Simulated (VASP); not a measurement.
Set up this calculation in VASP 6.6.1, as the native input.

```
Task                   : single point
Functional             : LDA
Potentials or basis    : VASP PAW LDA potentials, release 64 (Rh_sv_GW)
Cutoff                 : 620 eV
k mesh                 : 3 × 3 × 1
Occupations            : gaussian, width 0.1 eV
Spin                   : no spin polarisation
Dipole correction      : no
Further INCAR settings : ALGO = Normal; EDIFF = 1e-06; NBANDS = 24
```

The structure of Rh lies in POSCAR:

```
Rh
1.0
    2.7309790422      0.0000000000      0.0000000000
   -1.3654895211      2.3650972278      0.0000000000
    0.0000000000      0.0000000000      4.4284890000
Rh
2
Direct
    0.6666666667      0.3333333333      0.7500000000
    0.3333333333      0.6666666667      0.2500000000
```

This isn't the form of Rh at room conditions, which is fcc.

These files were run (other wordings do the same):

INCAR

```
  ALGO = Normal
  EDIFF = 1E-6
  ENCUT = 620
  GGA = CA
  GGA_COMPAT = F
  ISIF = 2
  ISMEAR = 0
  LASPH = T
  LCHARG = T
  LELF = T
  LREAL = F
  LVHAR = T
  LWAVE = F
  NBANDS = 24
  NELM = 120
  PREC = Accurate
  SIGMA = 0.1
```

KPOINTS

```
k-points
0
Gamma
  3 3 1
```

Potentials or basis: VASP PAW LDA potentials, release 64 (Rh_sv_GW).

Launch:

```bash
$ cat potpaw_LDA.64/Rh_sv_GW/POTCAR > POTCAR
$ mpirun -np 1 vasp_std > vasp.out
```

Results of the run:

| Item | Value |
| --- | --- |
| Pressure | -9.7 GPa |
| Band gap on the k mesh | zero (bands 17 and 18 overlap by 0.03 eV) |

Caveat: the k points lie up to 1.42 Å⁻¹ apart, too coarse for converged energies, forces and pressures.

Run time: 5.4 s on 1 thread of Intel(R) Xeon(R) Platinum 8259CL CPU @ 2.50GHz (Skylake/Cascade Lake), on a shared host, peak memory 0.14 GiB.
